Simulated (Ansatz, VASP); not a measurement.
## One calculation of KF, two programs

File INCAR:

```
  PREC = Accurate
  ENCUT = 520
  EDIFF = 1E-6
  ISMEAR = -1
  SIGMA = 0.05
  LREAL = F
  LASPH = T
  NELM = 100
  ALGO = Normal
  ISIF = 2
  LWAVE = F
  LCHARG = T
  GGA = PE
  LELF = T
  LVHAR = T
  NBANDS = 15
```

Contents of KPOINTS:

```
Automatic mesh
0
Gamma
  14 14 14
```

POSCAR

```
KF
1.0
    2.5864073196      0.0000000000      0.0000000000
    0.0000000000      2.5864073196      0.0000000000
    0.0000000000      0.0000000000      2.5864073196
K F
1 1
Direct
    0.0000000000      0.0000000000      0.0000000000
    0.5000000000      0.5000000000      0.5000000000
```

Input for Ansatz:

```yaml
crystal:
  lattice:
    - [2.5864073196, 0.0, 0.0]
    - [0.0, 2.5864073196, 0.0]
    - [0.0, 0.0, 2.5864073196]
  atoms:
    - { symbol: K, position: [0.0, 0.0, 0.0] }
    - { symbol: F, position: [0.5, 0.5, 0.5] }
kpoints:
  mp_grid: { grid: [14, 14, 14] }
scf:
  occupations: { method: fermi_dirac, width: 0.05 }
hamiltonian:
  xc: pbe
  pseudopotentials: { kind: all_electron, lapw: { basis_error: 0.001 } }
output:
  forces: true
  stress: true
  eigenvalues: true
  populations: true
```

Change from the starting cell: volume scaled by 0.5, LAPW.

Alike in both runs: task single point; functional PBE; k mesh 14 × 14 × 14; occupations fermi-dirac, width 0.05 eV; no spin polarisation.

```csv
,VASP,Ansatz
version,VASP 6.6.1,Ansatz 0.2.0
potentials or method,"VASP PAW PBE potentials, release 64 (K_sv, F), cutoff 520 eV","all-electron LAPW, scalar-relativistic"
```

```tsv
	VASP	Ansatz	Ansatz less VASP
gap on the k mesh at the Fermi level (eV)	7.66	7.70	+0.033
pressure (GPa)	128.3	123.2	-5.08
```

Both programs put the cell under a high pressure, so it lies far from rest at this level. Ansatz ran all-electron here, and VASP with PAW potentials.

Noted on VASP's run: the cell as given lies far from equilibrium.
